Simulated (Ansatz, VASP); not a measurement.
# BP in VASP and in Ansatz

```xyz
2
Lattice="0.0000 2.2683 2.2683 2.2683 0.0000 2.2683 2.2683 2.2683 0.0000" Properties=species:S:1:pos:R:3 pbc="T T T"
B     0.0000    0.0000    0.0000
P     1.1342    1.1342    1.1342
```

Alike in both runs: task single point; functional PBE; k mesh 6 × 6 × 6; no spin polarisation.

|  | VASP | Ansatz |
| --- | --- | --- |
| version | VASP 6.6.1 | Ansatz 0.2.0 |
| potentials or method | VASP PAW PBE potentials, release 64 (B, P) | plane waves |
| plane-wave cutoff (eV) | 520 | 420 |
| occupations | methfessel-paxton of order 1, width 0.05 eV | cold, width 0.05 eV |
| valence electrons in the cell | 8 | 8 |

```tsv
	VASP	Ansatz	Ansatz less VASP
gap on the k mesh at the Fermi level (eV)	1.33	1.33	+0.004
pressure (GPa)	1.2	1.4	+0.23
```
